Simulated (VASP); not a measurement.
Input of a VASP 6.6.1 run:

The input INCAR:

```
SYSTEM = TlCl
PREC = Accurate ; ENCUT = 500
EDIFF = 1E-6 ; ISMEAR = 1
SIGMA = 0.0164 ; LREAL = .False.
LASPH = .True. ; NELM = 120
ALGO = Normal ; ISIF = 2
LWAVE = .False. ; LCHARG = .True.
GGA = PE ; LELF = .True.
LVHAR = .True. ; NBANDS = 17
GGA_COMPAT = .False.
```

The input KPOINTS:

```
Automatic mesh
0
Gamma
  7 7 7
  0 0 0
```

File POSCAR:

```
TlCl
1.0
    3.8947420000      0.0000000000      0.0000000000
    0.0000000000      3.8947420000      0.0000000000
    0.0000000000      0.0000000000      3.8947420000
Tl Cl
1 1
Direct
    0.0000000000      0.0000000000      0.0000000000
    0.5000000000      0.5000000000      0.5000000000
```

Potentials or basis: VASP PAW PBE potentials, release 64 (Tl_d, Cl).

Command:

```console
$ cat potpaw_PBE.64/Tl_d/POTCAR potpaw_PBE.64/Cl/POTCAR > POTCAR
$ mpirun -np 1 vasp_std > vasp.out
```

Task: Estimate the band gap on the k mesh.

Result: 2.60 eV, direct.

Task: Predict the pressure.

Result: 0.0 GPa.

Caveat: spin-orbit coupling is left out, which moves the levels of the heavy elements. As with any semilocal functional, this PBE gap is likely too small.
